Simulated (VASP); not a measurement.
FeNi, 2 atoms in the cell. Symmetry: P4/mmm, No. 123, tetragonal system. The conventional cell has a = 2.533 Å, b = 2.533 Å, c = 3.403 Å, α = 90.00°, β = 90.00°, γ = 90.00°. Fe (site symmetry 4/mmm) has 8 Ni at 2.47 Å and 10 Fe at 2.53 to 3.58 Å within 3.6 Å. Ni (site symmetry 4/mmm) has 8 Fe at 2.47 Å and 10 Ni at 2.53 to 3.58 Å within 3.6 Å.  This cell differs from its parent crystal: strain +0.000 along x and y, -0.050 along z.

- Program: VASP 6.6.1
- Task: single point
- Functional: PBEsol
- Potentials or basis: VASP PAW PBE potentials, release 64 (Fe, Ni)
- Cutoff: 520 eV
- k mesh: 18 × 18 × 14
- Occupations: gaussian, width 0.15 eV
- Spin: collinear spin, ferromagnetic start
- Starting moments: [2.97, 0.78] μB
- Dipole correction: no
- Further INCAR settings: ALGO = Normal; EDIFF = 1e-06; NBANDS = 20

Potentials or basis: VASP PAW PBE potentials, release 64 (Fe, Ni).

Run with:

```sh
$ cat potpaw_PBE.64/Fe/POTCAR potpaw_PBE.64/Ni/POTCAR > POTCAR
$ mpirun -np 1 vasp_std > vasp.out
```

Hardware: 1 thread of AMD EPYC 9R45 96-Core Processor (Zen 5), with other jobs on the host.

How long does it take, and how much memory?

Wall time 2.4 min on 1 thread of AMD EPYC 9R45 96-Core Processor (Zen 5) (shared host), peak memory 0.36 GiB. Counts: scf iterations 15, k points 440.
